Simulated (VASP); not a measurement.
Li3F2:

```
Li F
1.0
     0.00000    6.34340    2.37207
     1.92824    0.00000    2.37207
     1.92824    6.34340    0.00000
Li F
3 2
Direct
  0.01530 0.01530 0.98470
  0.27723 0.62764 0.37236
  0.62764 0.27723 0.72277
  0.86894 0.21091 0.78909
  0.21091 0.86894 0.13106
```

The cell was generated, and may not be a known phase.

| Quantity | Value |
| --- | --- |
| Program | VASP 6.6.1 |
| Task | relaxation of cell and atoms |
| Functional | PBE |
| Potentials or basis | VASP PAW PBE potentials, release 64 (Li_sv, F) |
| Cutoff | 600 eV |
| k mesh | 12 × 12 × 12 |
| Occupations | gaussian, width 0.1 eV |
| Spin | no spin polarisation |

At the start: pressure -0.4 GPa; volume 11.61 Å³/atom.

**Question.** How do energy, volume and symmetry change on relaxing?

**Answer.** Over 38 steps the energy falls by 10.1 meV/atom and the volume is 10.95 Å³/atom (-5.6 %); space group Fmm2 (No. 42, to 0.1 Å) before, I4/mmm (No. 139, to 0.1 Å).

The path:
| step | energy change (eV) | largest force (eV/Å) | pressure (GPa) | volume (Å³) |
| --- | --- | --- | --- | --- |
| 1 | 0.0000 | 0.0106 | -0.40 | 58.03 |
| 2 | -0.0006 | 0.0159 | -0.27 | 57.78 |
| 3 | -0.0011 | 0.0254 | 0.01 | 57.36 |
| 4 | -0.0011 | 0.0277 | 0.08 | 57.26 |
| 5 | -0.0014 | 0.0254 | 0.08 | 57.21 |
| 6 | -0.0022 | 0.0248 | 0.07 | 57.06 |
| 7 | -0.0029 | 0.0428 | 0.06 | 56.77 |
| 8 | -0.0034 | 0.0412 | -0.01 | 56.76 |
| 9 | -0.0046 | 0.0394 | -0.11 | 56.71 |
| 10 | -0.0067 | 0.0419 | -0.32 | 56.60 |
| 11 | -0.0106 | 0.0554 | -0.68 | 56.36 |
| 12 | -0.0243 | 0.0935 | -1.11 | 55.78 |
| 13 | 0.0815 | 0.6241 | 1.50 | 54.23 |
| 14 | -0.0252 | 0.1009 | -1.07 | 55.71 |
| 15 | -0.0318 | 0.1741 | -0.75 | 55.03 |
| 16 | -0.0312 | 0.1275 | -1.05 | 55.44 |
| 17 | -0.0337 | 0.1467 | -0.95 | 55.24 |
| 18 | -0.0339 | 0.1474 | -0.95 | 55.21 |
| 19 | -0.0343 | 0.1486 | -0.87 | 55.14 |
| 20 | -0.0338 | 0.1538 | -0.70 | 54.98 |
| 21 | -0.0344 | 0.1494 | -0.88 | 55.11 |
| 22 | -0.0348 | 0.1457 | -0.85 | 55.08 |
| 23 | -0.0359 | 0.1364 | -0.78 | 55.01 |
| 24 | -0.0381 | 0.1170 | -0.67 | 54.86 |
| 25 | -0.0415 | 0.0779 | -0.45 | 54.56 |
| 26 | -0.0450 | 0.0122 | 0.03 | 53.96 |
| 27 | -0.0452 | 0.0275 | 0.15 | 53.81 |
| 28 | -0.0456 | 0.0289 | 0.13 | 53.83 |
| 29 | -0.0468 | 0.0320 | 0.08 | 53.88 |
| 30 | -0.0481 | 0.0368 | 0.07 | 53.98 |
| 31 | -0.0472 | 0.0688 | 0.09 | 54.17 |
| 32 | -0.0483 | 0.0389 | 0.06 | 54.04 |
| 33 | -0.0489 | 0.0366 | 0.04 | 54.13 |
| 34 | -0.0498 | 0.0345 | 0.06 | 54.41 |
| 35 | -0.0499 | 0.0403 | 0.03 | 54.53 |
| 36 | -0.0503 | 0.0171 | 0.03 | 54.66 |
| 37 | -0.0504 | 0.0196 | 0.01 | 54.82 |
| 38 | -0.0504 | 0.0088 | 0.02 | 54.76 |

Final structure:
```
Li F
1.0
     0.00000    6.60902    2.03788
     2.03287    0.00000    2.03788
     2.03287    6.60902    0.00000
Li F
3 2
Direct
  0.99952 0.99952 0.00048
  0.32439 0.67548 0.32452
  0.67548 0.32440 0.67561
  0.82778 0.17284 0.82716
  0.17284 0.82778 0.17222
```

Caveat: the cutoff is under 1.25 times the usual one of these potentials, so pressure, stress and relaxed cells hold a basis-set (Pulay) error.
